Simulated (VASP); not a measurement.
Input of a VASP 6.6.1 run:

The input INCAR:

```
SYSTEM = Cu
PREC     = Accurate       ! precision mode
ENCUT    = 600            ! plane-wave cutoff, eV
EDIFF    = 1E-6           ! SCF threshold, eV
ISMEAR   = -1             ! smearing method
SIGMA    = 0.1            ! smearing width, eV
LREAL    = .FALSE.        ! projectors in reciprocal space
LASPH    = .TRUE.         ! aspherical terms in the spheres
NELM     = 120            ! most SCF steps
ALGO     = Normal         ! electronic algorithm
ISIF     = 2              ! what is computed and relaxed
LWAVE    = .FALSE.        ! write WAVECAR
LCHARG   = .FALSE.        ! write CHGCAR
GGA      = PE             ! functional
NBANDS   = 12             ! bands
GGA_COMPAT= .FALSE.
```

The input KPOINTS:

```
regular mesh
0
G
  14 14 14
  0 0 0
```

POSCAR

```
Cu
1.0
    0.0000000000      1.7966500000      1.7966500000
    1.7966500000      0.0000000000      1.7966500000
    1.7966500000      1.7966500000      0.0000000000
Cu
1
Direct
    0.0000000000      0.0000000000      0.0000000000
```

Potentials or basis: VASP PAW PBE potentials, release 64 (Cu).

Launch:

```sh
$ cat potpaw_PBE.64/Cu/POTCAR > POTCAR
$ mpirun -np 1 vasp_std > vasp.out
```

(1) Predict the pressure.

## Answers

(1) 5.3 GPa.
